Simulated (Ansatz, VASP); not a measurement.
**AsPt: VASP beside Ansatz**

```
As Pt
1.0
     4.57478    0.00000    0.00000
     0.00000    3.19414    0.00000
     0.00000    0.00000    4.59066
As Pt
2 2
Direct
  0.75000 0.00000 0.74038
  0.25000 0.00000 0.25962
  0.75000 0.50000 0.22280
  0.25000 0.50000 0.77720
```

Alike in both runs: functional PBE; k mesh 10 × 16 × 10; occupations gaussian, width 0.1 eV; no spin polarisation.

Ansatz relaxed the structure, and its values are those at the end. VASP's run is a single point on that final structure, the one shown.

```csv
,VASP,Ansatz
version,VASP 6.6.1,Ansatz 0.2.0
potentials or method,"VASP PAW PBE potentials, release 64 (As, Pt), cutoff 520 eV","scalar-relativistic, plane waves, PAW"
valence electrons in the cell,30,66
```

```csv
,VASP,Ansatz,Ansatz less VASP
gap on the k mesh at the Fermi level (eV),none,none,-
pressure (GPa),-0.1,0.0,+0.07
```

A gap of «none» marks a metal or a gap that the smearing closes. VASP's potentials hold 30 valence electrons a cell and Ansatz's 66, so a difference there can come from the potentials and not from the codes.

Neither program's run includes spin-orbit coupling.
